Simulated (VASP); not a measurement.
Wanted: the native input for a VASP 6.6.1 run.

- Task: single point
- Functional: HSE06
- Potentials or basis: VASP PAW PBE potentials, release 64 (C)
- Cutoff: 520 eV
- k mesh: 9 × 9 × 1
- Occupations: gaussian, width 0.1 eV
- Spin: no spin polarisation
- Dipole correction: yes
- Grid for exact exchange (PRECFOCK): Normal
- Further INCAR settings: ALGO = Normal; EDIFF = 1e-06; NBANDS = 21
- Share of exact exchange: 0.25
- Screening parameter: 0.2079 1/Å

C, a slab with vacuum:

```
C
1.0
     2.46517    0.00000    0.00000
    -1.23258    2.13490    0.00000
     0.00000    0.00000   39.48108
C
6
Direct
  0.00000 0.00000 0.41410
  0.66667 0.33333 0.41409
  0.00000 0.00000 0.50000
  0.33333 0.66667 0.50000
  0.00000 0.00000 0.58590
  0.66667 0.33333 0.58591
```

These files were run (other wordings do the same):

POSCAR

```
C
1.0
    2.4651656475      0.0000000000      0.0000000000
   -1.2325828237      2.1348960752      0.0000000000
    0.0000000000      0.0000000000     39.4810792268
C
6
Direct
    0.0000000000      0.0000000000      0.4141009930
    0.6666666667      0.3333333333      0.4140901831
    0.0000000000      0.0000000000      0.5000000000
    0.3333333333      0.6666666667      0.5000000000
    0.0000000000      0.0000000000      0.5858990070
    0.6666666667      0.3333333333      0.5859098169
```

INCAR.step1

```
PREC = Accurate
ENCUT = 520
EDIFF = 1E-5
ISMEAR = 0
SIGMA = 0.1
LREAL = False
LASPH = True
NELM = 120
ALGO = Normal
ISIF = 2
LWAVE = True
LCHARG = False
LDIPOL = True
IDIPOL = 3
DIPOL = 0.5 0.5 0.500
NBANDS = 21
GGA = PE
GGA_COMPAT = False
NELMDL = -8
KPAR = 4
```

INCAR.step2

```
PREC = Accurate
ENCUT = 520
EDIFF = 1E-6
ISMEAR = 0
SIGMA = 0.1
LREAL = False
LASPH = True
NELM = 120
ALGO = Normal
ISIF = 2
LWAVE = False
LCHARG = False
LDIPOL = True
IDIPOL = 3
DIPOL = 0.5 0.5 0.500
GGA = PE
LHFCALC = True
HFSCREEN = 0.2079
PRECFOCK = Normal
NBANDS = 21
ISTART = 1
GGA_COMPAT = False
KPAR = 4
```

KPOINTS

```
Automatic mesh
0
Gamma
  9 9 1
```

Potentials or basis: VASP PAW PBE potentials, release 64 (C).

Run with:

```sh
$ cat potpaw_PBE.64/C/POTCAR > POTCAR
$ cp INCAR.step1 INCAR
$ mpirun -np 4 vasp_std > vasp.out
$ cp INCAR.step2 INCAR
$ mpirun -np 4 vasp_std > vasp.out
```

Results of the run:

```json
{
 "Largest force": "0.045 eV/Å"
}
```

Caveat: the PAW data sets were made with another functional, which shifts forces and pressure a little.

Wall time 28 min on 4 MPI ranks on Intel(R) Xeon(R) Platinum 8259CL CPU @ 2.50GHz (Skylake/Cascade Lake), with other jobs on the host, peak memory 0.45 GiB a rank.
